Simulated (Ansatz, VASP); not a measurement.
**Two plane-wave programs on Ba**

File POSCAR:

```
Ba
1.0
    0.0000000000      3.2593824541      3.2593824541
    3.2593824541      0.0000000000      3.2593824541
    3.2593824541      3.2593824541      0.0000000000
Ba
1
Direct
    0.0000000000      0.0000000000      0.0000000000
```

File INCAR.step1:

```
ALGO = Normal ; EDIFF = 1E-4
ENCUT = 520 ; GGA = PE
ISMEAR = -1 ; LASPH = True
LCHARG = False ; LREAL = False
LWAVE = True ; NBANDS = 11
NELM = 60 ; PREC = Accurate
SIGMA = 0.05
```

INCAR.step2

```
ALGO = Normal ; EDIFF = 1E-8
ENCUT = 520 ; ISIF = 2
ISMEAR = -1 ; ISTART = 1
LASPH = True ; LCHARG = False
LEFG = True ; LMIXTAU = True
LREAL = False ; LWAVE = False
METAGGA = R2SCAN ; NBANDS = 11
NELM = 60 ; PREC = Accurate
SIGMA = 0.05
```

KPOINTS

```
k-points
0
Gamma
  9 9 9
```

Input for Ansatz:

```yaml
crystal:
  lattice:
    - [0.0, 3.2593824541, 3.2593824541]
    - [3.2593824541, 0.0, 3.2593824541]
    - [3.2593824541, 3.2593824541, 0.0]
  atoms:
    - { symbol: Ba, position: [0.0, 0.0, 0.0] }
kpoints:
  mp_grid: { grid: [9, 9, 9] }
scf:
  occupations: { method: fermi_dirac, width: 0.05 }
hamiltonian:
  xc: r2scan
  pseudopotentials: { kind: paw }
output:
  forces: true
  stress: true
  eigenvalues: true
  efg: { contact_densities: true }
  write_density: true
  write_potential: true
  elf: true
  volumetric_format: npy
```

Change from the starting cell: volume scaled by 1.025, PAW files.

Alike in both runs: task electric field gradients; functional r2SCAN; k mesh 9 × 9 × 9; occupations fermi-dirac, width 0.05 eV; no spin polarisation.

|  | VASP | Ansatz |
| --- | --- | --- |
| version | VASP 6.6.1 | Ansatz 0.2.0 |
| potentials or method | VASP PAW PBE potentials, release 64 (Ba_sv) | PAW with Ansatz's default frozen-core files, scalar-relativistic |
| plane-wave cutoff (eV) | 520 | 500 |
| valence electrons in the cell | 10 | 10 |

|  | VASP | Ansatz | Ansatz less VASP |
| --- | --- | --- | --- |
| pressure (GPa) | -0.2 | -0.3 | -0.03 |

VASP's potentials were made for PBE, not for r2SCAN.

Spin-orbit coupling is off throughout.
